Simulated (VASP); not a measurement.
# GaAs (I-4m2) in VASP: notebook

The runs below take GaAs through single point, with PBE.

All numbers are computed with VASP 6.6.1; they aren't measurements. Logs are shortened: lines on timing, memory, paths and dates and some standing lists are left out, and cuts for length are marked.

### Step 1. The cell of the first run

Symmetry: I-4m2, No. 119, tetragonal system. The conventional cell has a = 4.063 Å, b = 4.063 Å, c = 5.688 Å, α = 90.00°, β = 90.00°, γ = 90.00°. Within 3.3 Å of Ga (site symmetry -4m2) lie 4 As at 2.48 Å. Within 3.3 Å of As (site symmetry -4m2) lie 4 Ga at 2.48 Å.

### Step 2. Single point, PBE (strain -0.0100 x Voigt [0, 0, 1, 0, 0, 0])

The input, INCAR:

```
SYSTEM = GaAs
PREC = Accurate ; ENCUT = 520
EDIFF = 1E-6 ; ISMEAR = 0
SIGMA = 0.03 ; LREAL = .FALSE.
LASPH = .TRUE. ; NELM = 80
ALGO = Normal ; ISIF = 2
LWAVE = .FALSE. ; LCHARG = .FALSE.
GGA = PE ; NBANDS = 16
```

The input, KPOINTS:

```
Automatic mesh
0
G
  10 10 10
  0 0 0
```

The input, POSCAR:

```
GaAs
1.0
    0.0000000000      2.8726922659      2.8439653432
    2.8726922659      0.0000000000      2.8439653432
    2.8726922659      2.8726922659      0.0000000000
Ga As
1 1
Direct
    0.0000000000      0.0000000000      0.0000000000
    0.7500000000      0.7500000000      0.7500000000
```

Potentials or basis: VASP PAW PBE potentials, release 64 (Ga_d, As).

The run is started by

```sh
$ cat potpaw_PBE.64/Ga_d/POTCAR potpaw_PBE.64/As/POTCAR > POTCAR
$ mpirun -np 1 vasp_std > vasp.out
```

OUTCAR:

```text
SYSTEM = GaAs
   PREC = Accurate
   ENCUT = 520
   EDIFF = 1E-6
   ISMEAR = 0
   LREAL = .FALSE.
   LASPH = .TRUE.
   NELM = 80
   ISIF = 2
   GGA = PE

 ion  position               nearest neighbor table
   1  0.000  0.000  0.000-   2 2.48   2 2.48   2 2.48   2 2.48
   2  0.750  0.750  0.750-   1 2.48   1 2.48   1 2.48   1 2.48

  LATTYP: Found a body centered tetragonal cell.
 ALAT       =     4.0626003630
 C/A-ratio  =     1.4000714267

  Lattice vectors:

 A1 = (   0.0000000000,  -2.8726922659,  -2.8439653432)
 A2 = (   0.0000000000,   2.8726922659,  -2.8439653432)
 A3 = (   2.8726922659,   0.0000000000,   2.8439653432)

Analysis of symmetry for initial positions (statically):
=====================================================================
 Subroutine PRICEL returns:
 Original cell was already a primitive cell.

 Routine SETGRP: Setting up the symmetry group for a
 body centered tetragonal supercell.

 Subroutine GETGRP returns: Found  8 space group operations
 (whereof  8 operations were pure point group operations)
 out of a pool of 16 trial point group operations.

The static configuration has the point symmetry D_2d.

Analysis of symmetry for dynamics (positions and initial velocities):
=====================================================================
 Subroutine PRICEL returns:
 Original cell was already a primitive cell.

 Routine SETGRP: Setting up the symmetry group for a
 body centered tetragonal supercell.

 Subroutine GETGRP returns: Found  8 space group operations
 (whereof  8 operations were pure point group operations)
 out of a pool of 16 trial point group operations.

The dynamic configuration has the point symmetry D_2d.

 Subroutine INISYM returns: Found  8 space group operations
 (whereof  8 operations are pure point group operations),
 and found     1 'primitive' translations

----------------------------------------------------------------------------------------

                                     Primitive cell

  volume of cell :      46.9389

  direct lattice vectors                    reciprocal lattice vectors
     0.000000000  2.872692266  2.843965343    -0.174052754  0.174052754  0.175810863
     2.872692266  0.000000000  2.843965343     0.174052754 -0.174052754  0.175810863
     2.872692266  2.872692266  0.000000000     0.174052754  0.174052754 -0.175810863

  length of vectors
     4.042338398  4.042338398  4.062600363     0.302486664  0.302486664  0.302486664

  position of ions in fractional coordinates (direct lattice)
     0.000000000  0.000000000  0.000000000
     0.750000000  0.750000000  0.750000000

  ion indices of the primitive-cell ions
   primitive index   ion index
                 1           1
                 2           2

----------------------------------------------------------------------------------------

 KPOINTS: Automatic mesh

Automatic generation of k-mesh.
 Grid dimensions read from file:
 generate k-points for:   10   10   10

 Generating k-lattice:

  Cartesian coordinates                     Fractional coordinates (reciprocal lattice)
    -0.017405275  0.017405275  0.017581086     0.100000000 -0.000000000  0.000000000
     0.017405275 -0.017405275  0.017581086    -0.000000000  0.100000000  0.000000000
     0.017405275  0.017405275 -0.017581086     0.000000000  0.000000000  0.100000000

  Length of vectors
     0.030248666  0.030248666  0.030248666

  Shift w.r.t. Gamma in fractional coordinates (k-lattice)
     0.000000000  0.000000000  0.000000000

 Subroutine IBZKPT returns following result:
 ===========================================

 Found    102 irreducible k-points:

 Following reciprocal coordinates:
            Coordinates               Weight
  0.000000  0.000000  0.000000      1.000000
  0.100000 -0.000000  0.000000      8.000000
  0.200000 -0.000000  0.000000      8.000000
  0.300000  0.000000  0.000000      8.000000
  0.400000 -0.000000  0.000000      8.000000
  0.500000  0.000000  0.000000      4.000000
[... 16 lines left out ...]
  0.300000  0.300000  0.000000      2.000000
  0.400000  0.300000  0.000000      8.000000
 [... further k-points ...]
   k-points           NKPTS =    102   k-points in BZ     NKDIM =    102   number of bands    NBANDS=     16
   number of dos      NEDOS =    301   number of ions     NIONS =      2
   total plane-waves  NPLWV =  27000
   dimension x,y,z NGX =    30 NGY =   30 NGZ =   30
   dimension x,y,z NGXF=    60 NGYF=   60 NGZF=   60
   ions per type =               1   1
   NGX,Y,Z   is equivalent  to a cutoff of  12.34, 12.34, 12.28 a.u.
   NGXF,Y,Z  is equivalent  to a cutoff of  24.68, 24.68, 24.55 a.u.
 SYSTEM =  GaAs
   PREC   = accura    normal or accurate (medium, high low for compatibility)
   ISTART =      0    job   : 0-new  1-cont  2-samecut
   ICHARG =      2    charge: 1-file 2-atom 10-const
   ISPIN  =      1    spin polarized calculation?
   LNONCOLLINEAR =      F non collinear calculations
   LSORBIT =      F    spin-orbit coupling
   LASPH  =      T    aspherical Exc in radial PAW
   ENCUT  =  520.0 eV  38.22 Ry    6.18 a.u.   7.52  7.52  7.55*2*pi/ulx,y,z
   NELM   =     80;   NELMIN=  2; NELMDL= -5     # of ELM steps
   EDIFF  = 0.1E-05   stopping-criterion for ELM
   LREAL  =      F    real-space projection
   EDIFFG = 0.1E-04   stopping-criterion for IOM
   NSW    =      0    number of steps for IOM
   IBRION =     -1    ionic relax: 0-MD 1-quasi-New 2-CG
   NFREE  =      0    steps in history (QN), initial steepest desc. (CG)
   ISIF   =      2    stress and relaxation
   ISYM   =      2    0-nonsym 1-usesym 2-fastsym
   POTIM  = 0.5000    time-step for ionic-motion
   TEBEG  =    0.0;   TEEND  =   0.0 temperature during run
   PSTRESS=    0.0 pullay stress
   NELECT =      18.0000    total number of electrons
   NUPDOWN=      -1.0000    fix difference up-down
   EMIN   =  10.00;   EMAX   =-10.00  energy-range for DOS
   EFERMI =   0.00;   METHOD = LEGACY
   ISMEAR =     0;   SIGMA  =   0.03  broadening in eV -4-tet -1-fermi 0-gaus
   EFERMI_NEDOS =   21; number of points for ismear=-14 and -15
   IALGO  =     38    algorithm
   IMIX   =      4    mixing-type and parameters
     AMIX     =   0.40;   BMIX     =  1.00
     AMIX_MAG =   1.60;   BMIX_MAG =  1.00
  volume/ion in A,a.u.               =      23.47       158.38
  Fermi-wavevector in a.u.,A,eV,Ry     =   1.189382  2.247607 19.247215  1.414630
  Thomas-Fermi vector in A             =   2.325491
   LORBIT       =      0    0 simple, 1 ext, 2 COOP (PROOUT), +10 PAW based schemes
   GGA     = PE    functional components
   LHFCALC =     F    Hartree Fock is set to
   AEXX    =    0.0000 exact exchange contribution
   IVDW    =     0    specifies the selected vdW correction
   LEPSILON=     F    determine dielectric tensor
   LRPA    =     F    only Hartree local field effects (RPA)
 non-spin polarized calculation
 Gauss-broadening in eV      SIGMA  =   0.03
  energy-cutoff  :      520.00
  volume of cell :       46.94
 maximum number of plane-waves:      1291
   NGX = 15   NGY = 15   NGZ = 15

 number of electron      17.9999985 magnetization

 Free energy of the ion-electron system (eV)
  ---------------------------------------------------
  ext. energy  EPLUGINS =         0.00000000
  ---------------------------------------------------
  free energy    TOTEN  =        -8.27326545 eV

  energy without entropy =       -8.27326545  energy(sigma->0) =       -8.27326545

 E-fermi :   3.7157     XC(G=0):  -9.4175

 val. band max:        3.6161529959   @ k =   0.0000   0.0000   0.0000
 cond. band min:       3.8151984960   @ k =   0.0000   0.0000   0.0000
 fundamental gap:      0.1990455001
 Fermi energy:         3.7157210876

 k-point     1 :       0.0000    0.0000    0.0000
  band No.  band energies     occupation
      1     -11.1634      2.00000
      2     -11.1634      2.00000
      3     -11.1609      2.00000
      4     -11.0933      2.00000
      5     -11.0914      2.00000
      6      -8.8780      2.00000
[... 8 lines left out ...]
     15      13.5141      0.00000
     16      13.6991      0.00000

 k-point     2 :       0.1000   -0.0000    0.0000
  band No.  band energies     occupation
      1     -11.1700      2.00000
      2     -11.1613      2.00000
      3     -11.1596      2.00000
      4     -11.0934      2.00000
      5     -11.0915      2.00000
      6      -8.7670      2.00000
[... 8 lines left out ...]
     15      12.8962      0.00000
     16      13.0380      0.00000

 k-point     3 :       0.2000   -0.0000    0.0000
  band No.  band energies     occupation
      1     -11.1880      2.00000
      2     -11.1563      2.00000
      3     -11.1547      2.00000
      4     -11.0934      2.00000
      5     -11.0913      2.00000
      6      -8.4484      2.00000
[... 8 lines left out ...]
     15      12.4849      0.00000
     16      12.5901      0.00000

 k-point     4 :       0.3000    0.0000    0.0000
  band No.  band energies     occupation
      1     -11.2087      2.00000
      2     -11.1509      2.00000
      3     -11.1494      2.00000
      4     -11.0926      2.00000
      5     -11.0902      2.00000
      6      -7.9731      2.00000
[... 8 lines left out ...]
     15      12.8365      0.00000
     16      12.8522      0.00000

 k-point     5 :       0.4000   -0.0000    0.0000
  band No.  band energies     occupation
      1     -11.2244      2.00000
      2     -11.1474      2.00000
      3     -11.1459      2.00000
      4     -11.0911      2.00000
      5     -11.0885      2.00000
      6      -7.4716      2.00000
[... 8 lines left out ...]
     15      13.9847      0.00000
     16      14.0332      0.00000

 k-point     6 :       0.5000    0.0000    0.0000
  band No.  band energies     occupation
      1     -11.2302      2.00000
      2     -11.1462      2.00000
      3     -11.1448      2.00000
      4     -11.0903      2.00000
      5     -11.0876      2.00000
      6      -7.2292      2.00000
[... 8 lines left out ...]
     15      15.2121      0.00000
     16      15.3062      0.00000

 k-point     7 :       0.1000    0.1000    0.0000
  band No.  band energies     occupation
      1     -11.1729      2.00000
      2     -11.1594      2.00000
      3     -11.1594      2.00000
      4     -11.0950      2.00000
      5     -11.0903      2.00000
      6      -8.7284      2.00000
[... 8 lines left out ...]
     15      12.2339      0.00000
     16      13.6746      0.00000

 k-point     8 :       0.2000    0.1000    0.0000
  band No.  band energies     occupation
      1     -11.1881      2.00000
      2     -11.1549      2.00000
      3     -11.1543      2.00000
      4     -11.0965      2.00000
      5     -11.0892      2.00000
      6      -8.4769      2.00000
[... 8 lines left out ...]
     15      12.9444      0.00000
     16      13.4282      0.00000

 k-point     9 :       0.3000    0.1000    0.0000
  band No.  band energies     occupation
      1     -11.2071      2.00000
      2     -11.1498      2.00000
      3     -11.1487      2.00000
      4     -11.0969      2.00000
      5     -11.0880      2.00000
      6      -8.0491      2.00000
[... 8 lines left out ...]
     15      13.2730      0.00000
     16      13.6004      0.00000
[... 172 lines left out ...]
 k-point    19 :       0.5000    0.2000    0.0000
  band No.  band energies     occupation
      1     -11.2367      2.00000
      2     -11.1397      2.00000
      3     -11.1364      2.00000
      4     -11.0993      2.00000
      5     -11.0858      2.00000
      6      -7.0424      2.00000
[... 8 lines left out ...]
     15      15.3113      0.00000
     16      15.3411      0.00000

 k-point    20 :      -0.4000    0.2000    0.0000
  band No.  band energies     occupation
      1     -11.2361      2.00000
      2     -11.1403      2.00000
      3     -11.1376      2.00000
      4     -11.0957      2.00000
      5     -11.0887      2.00000
      6      -6.9812      2.00000
[... 8 lines left out ...]
     15      13.5483      0.00000
     16      15.0972      0.00000

 k-point    21 :      -0.3000    0.2000    0.0000
  band No.  band energies     occupation
      1     -11.2281      2.00000
      2     -11.1418      2.00000
      3     -11.1417      2.00000
      4     -11.0929      2.00000
      5     -11.0920      2.00000
      6      -7.3310      2.00000
[... 8 lines left out ...]
     15      13.5805      0.00000
     16      15.5220      0.00000

 k-point    22 :      -0.2000    0.2000    0.0000
  band No.  band energies     occupation
      1     -11.2149      2.00000
      2     -11.1479      2.00000
      3     -11.1446      2.00000
      4     -11.0936      2.00000
      5     -11.0916      2.00000
      6      -7.8129      2.00000
[... 8 lines left out ...]
     15      13.9982      0.00000
     16      14.6849      0.00000

 k-point    23 :       0.3000    0.3000    0.0000
  band No.  band energies     occupation
      1     -11.2304      2.00000
      2     -11.1355      2.00000
      3     -11.1355      2.00000
      4     -11.1071      2.00000
      5     -11.0837      2.00000
      6      -7.6416      2.00000
[... 8 lines left out ...]
     15      14.9431      0.00000
     16      15.8490      0.00000

 k-point    24 :       0.4000    0.3000    0.0000
  band No.  band energies     occupation
      1     -11.2415      2.00000
      2     -11.1314      2.00000
      3     -11.1303      2.00000
      4     -11.1089      2.00000
      5     -11.0826      2.00000
      6      -7.2289      2.00000
[... 8 lines left out ...]
     15      15.6507      0.00000
     16      16.1962      0.00000

 [... further k-points ...]
[... 5 lines left out ...]
  --------------------------------------------------------------------------------------
  -------------------------------------------------------------------------------------
  Total        0.1711266      0.1711266      0.3386768      0.0000000     -0.0000000     -0.0000000
  in kB        5.8411137      5.8411137     11.5601498      0.0000000     -0.0000000     -0.0000000
  external PRESSURE =       7.7474591 kB  Pullay stress =       0.0000000 kB

 VOLUME and BASIS-vectors are now :
 -----------------------------------------------------------------------------
  energy-cutoff  :      520.00
  volume of cell :       46.94
      direct lattice vectors                 reciprocal lattice vectors
     0.000000000  2.872692266  2.843965343    -0.174052754  0.174052754  0.175810863
     2.872692266  0.000000000  2.843965343     0.174052754 -0.174052754  0.175810863
     2.872692266  2.872692266  0.000000000     0.174052754  0.174052754 -0.175810863

 POSITION                                       TOTAL-FORCE (eV/Angst)
 -----------------------------------------------------------------------------------
      0.00000      0.00000      0.00000         0.000000      0.000000      0.000000
      4.30904      4.30904      4.26595        -0.000000     -0.000000     -0.000000
 -----------------------------------------------------------------------------------
    total drift:                               -0.000002     -0.000002     -0.000003

  FREE ENERGIE OF THE ION-ELECTRON SYSTEM (eV)
  ---------------------------------------------------
  free  energy   TOTEN  =        -8.2732654471 eV

  energy  without entropy=       -8.2732654465  energy(sigma->0) =       -8.27326545
```

Wall time 65 s (1 thread of Intel Xeon 6975P-C, shared host); peak memory 0.23 GiB.

What came out:

- Free energy: -8.2733 eV
- Pressure: 0.8 GPa
- Band gap on the k mesh: 0.20 eV, direct

Stress tensor (GPa, compression positive):
```
0.58 0.00 0.00
0.00 0.58 0.00
0.00 0.00 1.16
```

Caveat: the cell differs from its parent crystal (strain -0.0100 x Voigt [0, 0, 1, 0, 0, 0]).

### Step 3. Single point, PBE (strain -0.0050 x Voigt [0, 0, 1, 0, 0, 0])

The input, INCAR:

```
SYSTEM = GaAs
ALGO     = Normal         ! electronic algorithm
EDIFF    = 1E-6           ! SCF threshold, eV
ENCUT    = 520            ! plane-wave cutoff, eV
GGA      = PE             ! functional
ISIF     = 2              ! what is computed and relaxed
ISMEAR   = 0              ! smearing method
LASPH    = .TRUE.         ! aspherical terms in the spheres
LCHARG   = .FALSE.        ! write CHGCAR
LREAL    = .FALSE.        ! projectors in reciprocal space
LWAVE    = .FALSE.        ! write WAVECAR
NBANDS   = 16             ! bands
NELM     = 100            ! most SCF steps
PREC     = Accurate       ! precision mode
SIGMA    = 0.03           ! smearing width, eV
```

The input, KPOINTS:

```
k-points
0
G
  10 10 10
  0 0 0
```

The input, POSCAR:

```
GaAs
1.0
    0.0000000000      2.8726922659      2.8583288046
    2.8726922659      0.0000000000      2.8583288046
    2.8726922659      2.8726922659      0.0000000000
Ga As
1 1
Direct
    0.0000000000      0.0000000000      0.0000000000
    0.7500000000      0.7500000000      0.7500000000
```

Potentials or basis: VASP PAW PBE potentials, release 64 (Ga_d, As).

The run is started by

```sh
$ cat potpaw_PBE.64/Ga_d/POTCAR potpaw_PBE.64/As/POTCAR > POTCAR
$ mpirun -np 1 vasp_std > vasp.out
```

Run time: 70 s. Hardware: 1 thread of Intel Xeon 6975P-C, shared host; peak memory 0.22 GiB.

It converged, with:

```
Free energy            : -8.2746 eV
Pressure               : 0.5 GPa
Band gap on the k mesh : 0.18 eV, direct
```

Stress tensor (GPa, compression positive):
```
0.36 0.00 0.00
0.00 0.36 0.00
0.00 0.00 0.65
```

Levels at points of the mesh, in eV from the valence-band top:
| k point | band 7 | band 8 | band 9 | band 10 | band 11 | band 12 |
| --- | --- | --- | --- | --- | --- | --- |
| (0.00, 0.00, 0.00) | -0.03 | -0.03 | 0.00 | 0.18 | 3.69 | 3.70 |
| (0.50, 0.00, 0.00) | -6.43 | -1.12 | -1.08 | 0.86 | 4.58 | 4.62 |
| (0.50, 0.50, 0.00) | -6.62 | -2.57 | -2.57 | 1.51 | 1.62 | 9.81 |
| (0.50, 0.00, 0.50) | -6.65 | -2.54 | -2.54 | 1.54 | 1.67 | 9.79 |

Caveat: the cell differs from its parent crystal (strain -0.0050 x Voigt [0, 0, 1, 0, 0, 0]).

### Step 4. Single point, PBE (strain +0.0050 x Voigt [0, 0, 1, 0, 0, 0])

The input, INCAR:

```
PREC = Accurate ; ENCUT = 520
EDIFF = 1E-7 ; ISMEAR = 0
SIGMA = 0.03 ; LREAL = False
LASPH = True ; NELM = 60
ALGO = Normal ; ISIF = 2
LWAVE = False ; LCHARG = False
GGA = PE ; NBANDS = 16
```

The input, KPOINTS:

```
regular mesh
0
Gamma
  10 10 10
```

The input, POSCAR:

```
GaAs
1.0
    0.0000000000      2.8726922659      2.8870557272
    2.8726922659      0.0000000000      2.8870557272
    2.8726922659      2.8726922659      0.0000000000
Ga As
1 1
Direct
    0.0000000000      0.0000000000      0.0000000000
    0.7500000000      0.7500000000      0.7500000000
```

The run is started by

```sh
$ cat potpaw_PBE.64/Ga_d/POTCAR potpaw_PBE.64/As/POTCAR > POTCAR
$ mpirun -np 1 vasp_std > vasp.out
```

Wall time 91 s (1 thread of Intel Xeon 6975P-C, shared host); peak memory 0.23 GiB.

It converged, with:

```yaml
Free_energy: -8.2751 eV
Pressure: -0.1 GPa
Band_gap_on_the_k_mesh: 0.12 eV, direct
```

Stress tensor (GPa, compression positive):
```
-0.04  0.00  0.00
 0.00 -0.04  0.00
 0.00  0.00 -0.33
```

Levels at points of the mesh, in eV from the valence-band top:
| k point | band 6 | band 7 | band 8 | band 9 | band 10 | band 11 | band 12 | band 13 |
| --- | --- | --- | --- | --- | --- | --- | --- | --- |
| (0.00, 0.00, 0.00) | -12.37 | -0.03 | 0.00 | 0.00 | 0.12 | 3.70 | 3.70 | 3.71 |
| (0.50, 0.00, 0.00) | -10.76 | -6.37 | -1.09 | -1.05 | 0.85 | 4.59 | 4.62 | 7.68 |
| (0.50, 0.50, 0.00) | -10.10 | -6.60 | -2.48 | -2.48 | 1.57 | 1.70 | 9.74 | 9.74 |
| (0.50, 0.00, 0.50) | -10.08 | -6.58 | -2.52 | -2.51 | 1.54 | 1.65 | 9.72 | 9.75 |

Caveat: the cell differs from its parent crystal (strain +0.0050 x Voigt [0, 0, 1, 0, 0, 0]).

### Step 5. Summary

```csv
cell,gap on the mesh (eV),pressure (GPa)
"a = 4.042, b = 4.042, c = 4.063 Å, angles 59.8, 59.8, 60.3°, 2 atoms",0.20,0.8
"a = 4.052, b = 4.052, c = 4.063 Å, angles 59.9, 59.9, 60.2°, 2 atoms",0.18,0.5
"a = 4.073, b = 4.073, c = 4.063 Å, angles 60.1, 60.1, 59.8°, 2 atoms",0.12,-0.1
```

Alike in all rows: task single point; level PBE; potentials or basis VASP PAW PBE potentials, release 64 (Ga_d, As); no spin polarisation; k mesh 10 × 10 × 10; cutoff (eV) 520; smearing gaussian 0.03 eV.

Absolute energies hang on the potentials; compare differences alone.
